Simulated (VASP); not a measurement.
# AlRu (CsCl type) (Pm-3m) in VASP: further runs, part 2 of 2

VASP 6.6.1. The steps go on from the part before.

## Step 3: Single point, LDA

Contents of INCAR:

```
PREC = Accurate
ENCUT = 520
EDIFF = 1E-6
ISMEAR = -1
SIGMA = 0.05
LREAL = False
LASPH = True
NELM = 60
ALGO = Normal
ISIF = 2
LWAVE = False
LCHARG = False
GGA = CA
NBANDS = 25
```

Contents of KPOINTS:

```
Automatic mesh
0
Gamma
  12 9 9
```

Contents of POSCAR:

```
AlRu
1.0
    0.0000000000      0.0000000000      2.9535694198
    2.9535694198     -2.9535694198      0.0000000000
    2.9535694198      2.9535694198      0.0000000000
Ru Al
2 2
Direct
    0.0000000000      0.0000000000      0.0000000000
    0.0000000000      0.5000000000      0.5000000000
    0.5000000000      0.5000000000      0.0000000000
    0.5000000000      0.0000000000      0.5000000000
```

Potentials or basis: VASP PAW LDA potentials, release 64 (Ru_pv, Al).

Launch:

```bash
> cat potpaw_LDA.64/Ru_pv/POTCAR potpaw_LDA.64/Al/POTCAR > POTCAR
> mpirun -np 1 vasp_std > vasp.out
```

OUTCAR:

```text
PREC = Accurate
   ENCUT = 520
   EDIFF = 1E-6
   ISMEAR = -1
   LREAL = False
   LASPH = True
   NELM = 60
   ISIF = 2
   GGA = CA

 ion  position               nearest neighbor table
   1  0.000  0.000  0.000-   3 2.56   4 2.56   4 2.56   3 2.56   3 2.56   4 2.56   4 2.56   3 2.56
                             2 2.95   2 2.95   2 2.95   2 2.95
   2  0.000  0.500  0.500-   3 2.56   4 2.56   3 2.56   4 2.56   3 2.56   4 2.56   3 2.56   4 2.56
                             1 2.95   1 2.95   1 2.95   1 2.95
   3  0.500  0.500  0.000-   1 2.56   2 2.56   2 2.56   1 2.56   1 2.56   2 2.56   2 2.56   1 2.56
                             4 2.95   4 2.95   4 2.95   4 2.95
   4  0.500  0.000  0.500-   1 2.56   2 2.56   1 2.56   2 2.56   1 2.56   2 2.56   1 2.56   2 2.56
                             3 2.95   3 2.95   3 2.95   3 2.95

  LATTYP: Found a simple tetragonal cell.
 ALAT       =     4.1769779309
 C/A-ratio  =     0.7071067812

  Lattice vectors:

 A1 = (   2.9535694198,  -2.9535694198,   0.0000000000)
 A2 = (   2.9535694198,   2.9535694198,   0.0000000000)
 A3 = (   0.0000000000,   0.0000000000,   2.9535694198)

Analysis of symmetry for initial positions (statically):
=====================================================================
 Subroutine PRICEL returns following result:

  LATTYP: Found a simple cubic cell.
 ALAT       =     2.9535694198

  Lattice vectors:

 A1 = (   0.0000000000,   0.0000000000,   2.9535694198)
 A2 = (   0.0000000000,  -2.9535694198,   0.0000000000)
 A3 = (   2.9535694198,   0.0000000000,   0.0000000000)

   2 primitive cells build up your supercell.

 Routine SETGRP: Setting up the symmetry group for a
 simple tetragonal supercell.

 Subroutine GETGRP returns: Found 16 space group operations
 (whereof 16 operations were pure point group operations)
 out of a pool of 16 trial point group operations.

The static configuration has the point symmetry D_4h.

[... 133 lines left out ...]
   NELECT =      34.0000    total number of electrons
   NUPDOWN=      -1.0000    fix difference up-down
   EMIN   =  10.00;   EMAX   =-10.00  energy-range for DOS
   EFERMI =   0.00;   METHOD = LEGACY
   ISMEAR =    -1;   SIGMA  =   0.05  broadening in eV -4-tet -1-fermi 0-gaus
   EFERMI_NEDOS =   21; number of points for ismear=-14 and -15
   IALGO  =     38    algorithm
   IMIX   =      4    mixing-type and parameters
     AMIX     =   0.40;   BMIX     =  1.00
     AMIX_MAG =   1.60;   BMIX_MAG =  1.00
  volume/ion in A,a.u.               =      12.88        86.94
  Fermi-wavevector in a.u.,A,eV,Ry     =   1.425205  2.693247 27.636274  2.031209
  Thomas-Fermi vector in A             =   2.545614
   LORBIT       =      0    0 simple, 1 ext, 2 COOP (PROOUT), +10 PAW based schemes
   GGA     = CA    functional components
   LHFCALC =     F    Hartree Fock is set to
   AEXX    =    0.0000 exact exchange contribution
   IVDW    =     0    specifies the selected vdW correction
   LEPSILON=     F    determine dielectric tensor
   LRPA    =     F    only Hartree local field effects (RPA)
 non-spin polarized calculation
  energy-cutoff  :      520.00
  volume of cell :       51.53
 maximum number of plane-waves:      1419
 NGX is ok and might be reduce to    24
   NGX = 11   NGY = 15   NGZ = 15

 number of electron      33.9999983 magnetization

 Free energy of the ion-electron system (eV)
  ---------------------------------------------------
  ext. energy  EPLUGINS =         0.00000000
  ---------------------------------------------------
  free energy    TOTEN  =       -32.38652643 eV

  energy without entropy =      -32.36542181  energy(sigma->0) =      -32.37597412

 E-fermi :  11.0504     XC(G=0): -12.9915

 val. band max:       11.0384187909   @ k =   0.0833   0.4444   0.2222
 cond. band min:      11.0672512260   @ k =   0.1667   0.1111   0.1111
 fundamental gap:      0.0288324350
 Fermi energy:        11.0504196823

 k-point     1 :       0.0000    0.0000    0.0000
  band No.  band energies     occupation
      1     -30.7357      2.00000
      2     -30.7357      2.00000
      3     -30.5215      2.00000
      4     -30.5214      2.00000
      5     -30.5214      2.00000
      6     -30.4789      2.00000
[... 661 lines left out ...]
     24      19.4781      0.00000
     25      20.1480      0.00000

 [... further k-points ...]
[... 5 lines left out ...]
  --------------------------------------------------------------------------------------
  -------------------------------------------------------------------------------------
  Total        0.2003556      0.2003556      0.1602967      0.0000000      0.0000000      0.0000000
  in kB        6.2293180      6.2293180      4.9838345      0.0000000      0.0000000      0.0000000
  external PRESSURE =       5.8141568 kB  Pullay stress =       0.0000000 kB

 VOLUME and BASIS-vectors are now :
 -----------------------------------------------------------------------------
  energy-cutoff  :      520.00
  volume of cell :       51.53
      direct lattice vectors                 reciprocal lattice vectors
     0.000000000  0.000000000  2.953569420     0.000000000  0.000000000  0.338573386
     2.953569420 -2.953569420  0.000000000     0.169286693 -0.169286693  0.000000000
     2.953569420  2.953569420  0.000000000     0.169286693  0.169286693  0.000000000

 POSITION                                       TOTAL-FORCE (eV/Angst)
 -----------------------------------------------------------------------------------
      0.00000      0.00000      0.00000        -0.000000     -0.000000      0.000000
      2.95357      0.00000      0.00000        -0.000000     -0.000000      0.000000
      1.47678     -1.47678      1.47678         0.000000      0.000000     -0.000000
      1.47678      1.47678      1.47678        -0.000000     -0.000000     -0.000000
 -----------------------------------------------------------------------------------
    total drift:                                0.000000      0.000000      0.000000

  FREE ENERGIE OF THE ION-ELECTRON SYSTEM (eV)
  ---------------------------------------------------
  free  energy   TOTEN  =       -32.3865264319 eV

  energy  without entropy=      -32.3654218132  energy(sigma->0) =      -32.37597412
```

Run time: 32 s. Hardware: 1 thread of Intel Xeon 6975P-C (Granite Rapids), shared host; peak memory 0.22 GiB.

Results:

* Free energy: -32.3865 eV
* Pressure: 0.6 GPa
* Band gap on the k mesh: zero (band 17 reaches 12.77 eV, above the bottom of band 18 at 9.87 eV)

Levels at points of the mesh, in eV from the Fermi level:
| k point | band 13 | band 14 | band 15 | band 16 | band 17 | band 18 | band 19 | band 20 | band 21 | band 22 |
| --- | --- | --- | --- | --- | --- | --- | --- | --- | --- | --- |
| (0.00, 0.00, 0.00) | -1.35 | -1.23 | -1.23 | 0.21 | 0.21 | 0.21 | 1.62 | 5.54 | 6.23 | 6.23 |
| (0.50, 0.00, 0.00) | -1.68 | -1.68 | 0.48 | 1.72 | 1.72 | 2.43 | 2.73 | 4.24 | 4.24 | 4.24 |

## Step 4: Single point, LDA

Contents of INCAR:

```
ALGO = Normal
EDIFF = 1E-7
ENCUT = 520
GGA = CA
ISIF = 2
ISMEAR = -1
LASPH = T
LCHARG = T
LELF = T
LREAL = F
LVHAR = T
LWAVE = F
NBANDS = 25
NELM = 80
PREC = Accurate
SIGMA = 0.05
```

Contents of KPOINTS:

```
Automatic mesh
0
Gamma
  12 9 9
  0.5 0.5 0.5
```

POSCAR is that of step 3.

Potentials or basis: VASP PAW LDA potentials, release 64 (Ru_pv, Al).

Launch:

```bash
> cat potpaw_LDA.64/Ru_pv/POTCAR potpaw_LDA.64/Al/POTCAR > POTCAR
> mpirun -np 1 vasp_std > vasp.out
```

OUTCAR:

```text
EDIFF = 1E-7
   ENCUT = 520
   GGA = CA
   ISIF = 2
   ISMEAR = -1
   LASPH = T
   LREAL = F
   NELM = 80
   PREC = Accurate

 ion  position               nearest neighbor table
   1  0.000  0.000  0.000-   3 2.56   4 2.56   4 2.56   3 2.56   3 2.56   4 2.56   4 2.56   3 2.56
                             2 2.95   2 2.95   2 2.95   2 2.95
   2  0.000  0.500  0.500-   3 2.56   4 2.56   3 2.56   4 2.56   3 2.56   4 2.56   3 2.56   4 2.56
                             1 2.95   1 2.95   1 2.95   1 2.95
   3  0.500  0.500  0.000-   1 2.56   2 2.56   2 2.56   1 2.56   1 2.56   2 2.56   2 2.56   1 2.56
                             4 2.95   4 2.95   4 2.95   4 2.95
   4  0.500  0.000  0.500-   1 2.56   2 2.56   1 2.56   2 2.56   1 2.56   2 2.56   1 2.56   2 2.56
                             3 2.95   3 2.95   3 2.95   3 2.95

  LATTYP: Found a simple tetragonal cell.
 ALAT       =     4.1769779309
 C/A-ratio  =     0.7071067812

  Lattice vectors:

 A1 = (   2.9535694198,  -2.9535694198,   0.0000000000)
 A2 = (   2.9535694198,   2.9535694198,   0.0000000000)
 A3 = (   0.0000000000,   0.0000000000,   2.9535694198)

Analysis of symmetry for initial positions (statically):
=====================================================================
 Subroutine PRICEL returns following result:

  LATTYP: Found a simple cubic cell.
 ALAT       =     2.9535694198

  Lattice vectors:

 A1 = (   0.0000000000,   0.0000000000,   2.9535694198)
 A2 = (   0.0000000000,  -2.9535694198,   0.0000000000)
 A3 = (   2.9535694198,   0.0000000000,   0.0000000000)

   2 primitive cells build up your supercell.

 Routine SETGRP: Setting up the symmetry group for a
 simple tetragonal supercell.

 Subroutine GETGRP returns: Found 16 space group operations
 (whereof 16 operations were pure point group operations)
 out of a pool of 16 trial point group operations.

The static configuration has the point symmetry D_4h.

Analysis of symmetry for dynamics (positions and initial velocities):
=====================================================================
 Subroutine PRICEL returns following result:

  LATTYP: Found a simple cubic cell.
 ALAT       =     2.9535694198

  Lattice vectors:

 A1 = (   0.0000000000,   0.0000000000,   2.9535694198)
 A2 = (   0.0000000000,  -2.9535694198,   0.0000000000)
 A3 = (   2.9535694198,   0.0000000000,   0.0000000000)

   2 primitive cells build up your supercell.

 Routine SETGRP: Setting up the symmetry group for a
 simple tetragonal supercell.

 Subroutine GETGRP returns: Found 16 space group operations
 (whereof 16 operations were pure point group operations)
 out of a pool of 16 trial point group operations.

The dynamic configuration has the point symmetry D_4h.

 Subroutine INISYM returns: Found 16 space group operations
 (whereof 16 operations are pure point group operations),
 and found     2 'primitive' translations

----------------------------------------------------------------------------------------

                                     Primitive cell

  volume of cell :      25.7657

  direct lattice vectors                    reciprocal lattice vectors
     0.000000000  0.000000000  2.953569420     0.000000000  0.000000000  0.338573386
[... 38 lines left out ...]

 Found     90 irreducible k-points:

 Following reciprocal coordinates:
            Coordinates               Weight
  0.041667  0.055556  0.055556      8.000000
  0.125000  0.055556  0.055556      8.000000
  0.208333  0.055556  0.055556      8.000000
  0.291667  0.055556  0.055556      8.000000
  0.375000  0.055556  0.055556      8.000000
  0.458333  0.055556  0.055556      8.000000
[... 16 lines left out ...]
  0.375000  0.388889  0.055556     16.000000
  0.458333  0.388889  0.055556     16.000000
 [... further k-points ...]
   k-points           NKPTS =     90   k-points in BZ     NKDIM =     90   number of bands    NBANDS=     25
   number of dos      NEDOS =    301   number of ions     NIONS =      4
   total plane-waves  NPLWV =  24576
   dimension x,y,z NGX =    24 NGY =   32 NGZ =   32
   dimension x,y,z NGXF=    48 NGYF=   64 NGZF=   64
   ions per type =               2   2
   NGX,Y,Z   is equivalent  to a cutoff of  13.51, 12.74, 12.74 a.u.
   NGXF,Y,Z  is equivalent  to a cutoff of  27.02, 25.47, 25.47 a.u.
 SYSTEM =  unknown system
   PREC   = accura    normal or accurate (medium, high low for compatibility)
   ISTART =      0    job   : 0-new  1-cont  2-samecut
   ICHARG =      2    charge: 1-file 2-atom 10-const
   ISPIN  =      1    spin polarized calculation?
   LNONCOLLINEAR =      F non collinear calculations
   LSORBIT =      F    spin-orbit coupling
   LASPH  =      T    aspherical Exc in radial PAW
   ENCUT  =  520.0 eV  38.22 Ry    6.18 a.u.   5.49  7.77  7.77*2*pi/ulx,y,z
   NELM   =     80;   NELMIN=  2; NELMDL= -5     # of ELM steps
   EDIFF  = 0.1E-06   stopping-criterion for ELM
   LREAL  =      F    real-space projection
   EDIFFG = 0.1E-05   stopping-criterion for IOM
   NSW    =      0    number of steps for IOM
   IBRION =     -1    ionic relax: 0-MD 1-quasi-New 2-CG
   NFREE  =      0    steps in history (QN), initial steepest desc. (CG)
   ISIF   =      2    stress and relaxation
   ISYM   =      2    0-nonsym 1-usesym 2-fastsym
   POTIM  = 0.5000    time-step for ionic-motion
   TEBEG  =    0.0;   TEEND  =   0.0 temperature during run
   PSTRESS=    0.0 pullay stress
   NELECT =      34.0000    total number of electrons
   NUPDOWN=      -1.0000    fix difference up-down
   EMIN   =  10.00;   EMAX   =-10.00  energy-range for DOS
   EFERMI =   0.00;   METHOD = LEGACY
   ISMEAR =    -1;   SIGMA  =   0.05  broadening in eV -4-tet -1-fermi 0-gaus
   EFERMI_NEDOS =   21; number of points for ismear=-14 and -15
   IALGO  =     38    algorithm
   IMIX   =      4    mixing-type and parameters
     AMIX     =   0.40;   BMIX     =  1.00
     AMIX_MAG =   1.60;   BMIX_MAG =  1.00
  volume/ion in A,a.u.               =      12.88        86.94
  Fermi-wavevector in a.u.,A,eV,Ry     =   1.425205  2.693247 27.636274  2.031209
  Thomas-Fermi vector in A             =   2.545614
   LORBIT       =      0    0 simple, 1 ext, 2 COOP (PROOUT), +10 PAW based schemes
   GGA     = CA    functional components
   LHFCALC =     F    Hartree Fock is set to
   AEXX    =    0.0000 exact exchange contribution
   IVDW    =     0    specifies the selected vdW correction
   LEPSILON=     F    determine dielectric tensor
   LRPA    =     F    only Hartree local field effects (RPA)
 non-spin polarized calculation
  energy-cutoff  :      520.00
  volume of cell :       51.53
 maximum number of plane-waves:      1407
 NGX is ok and might be reduce to    24
   NGX = 11   NGY = 15   NGZ = 15

 number of electron      33.9999983 magnetization

 Free energy of the ion-electron system (eV)
  ---------------------------------------------------
  ext. energy  EPLUGINS =         0.00000000
  ---------------------------------------------------
  free energy    TOTEN  =       -32.37368029 eV

  energy without entropy =      -32.34769045  energy(sigma->0) =      -32.36068537

 E-fermi :  11.0907     XC(G=0): -12.9907

 val. band max:       11.0841655203   @ k =   0.4583   0.3889   0.3889
 cond. band min:      11.0988968525   @ k =   0.2917   0.1667   0.0556
 fundamental gap:      0.0147313322
 Fermi energy:        11.0907422451

 k-point     1 :       0.0417    0.0556    0.0556
  band No.  band energies     occupation
      1     -30.7260      2.00000
      2     -30.7180      2.00000
      3     -30.5183      2.00000
      4     -30.5153      2.00000
      5     -30.5101      2.00000
      6     -30.4737      2.00000
[... 661 lines left out ...]
     24      19.6896      0.00000
     25      19.9475      0.00000

 [... further k-points ...]

------------------------ aborting loop because EDIFF is reached ----------------------------------------

  FORCE on cell =-STRESS in cart. coord.  units (eV):
  Direction    XX          YY          ZZ          XY          YZ          ZX
  --------------------------------------------------------------------------------------
  -------------------------------------------------------------------------------------
  Total        0.2173697      0.2173697      0.2128348      0.0000000      0.0000000      0.0000000
  in kB        6.7583101      6.7583101      6.6173143      0.0000000      0.0000000      0.0000000
  external PRESSURE =       6.7113115 kB  Pullay stress =       0.0000000 kB

 VOLUME and BASIS-vectors are now :
 -----------------------------------------------------------------------------
  energy-cutoff  :      520.00
  volume of cell :       51.53
      direct lattice vectors                 reciprocal lattice vectors
     0.000000000  0.000000000  2.953569420     0.000000000  0.000000000  0.338573386
     2.953569420 -2.953569420  0.000000000     0.169286693 -0.169286693  0.000000000
     2.953569420  2.953569420  0.000000000     0.169286693  0.169286693  0.000000000

 POSITION                                       TOTAL-FORCE (eV/Angst)
 -----------------------------------------------------------------------------------
      0.00000      0.00000      0.00000        -0.000000      0.000000      0.000000
      2.95357      0.00000      0.00000        -0.000000     -0.000000      0.000000
      1.47678     -1.47678      1.47678        -0.000000      0.000000      0.000000
      1.47678      1.47678      1.47678         0.000000     -0.000000      0.000000
 -----------------------------------------------------------------------------------
    total drift:                                0.000000      0.000000      0.000000

  FREE ENERGIE OF THE ION-ELECTRON SYSTEM (eV)
  ---------------------------------------------------
  free  energy   TOTEN  =       -32.3736802877 eV

  energy  without entropy=      -32.3476904496  energy(sigma->0) =      -32.36068537
```

stdout:

```text
POSCAR found type information on POSCAR RuAl
 POSCAR found :  2 types and       4 ions
 scaLAPACK will be used
 LDA part: xc-table for (Slater(with rela. corr.)+CA(PZ))
 , standard interpolation
 POSCAR, INCAR and KPOINTS ok, starting setup
 FFT: planning ... GRIDC
 FFT: planning ... GRID_SOFT
 FFT: planning ... GRID
 WAVECAR not read
 entering main loop
```

Run time: 30 s. Hardware: 1 thread of Intel Xeon 6975P-C (Granite Rapids), shared host; peak memory 0.21 GiB.

What came out:

```
Free energy            : -32.3737 eV
Pressure               : 0.7 GPa
Band gap on the k mesh : zero (band 17 reaches 12.64 eV, above the bottom of band 18 at 9.85 eV)
```
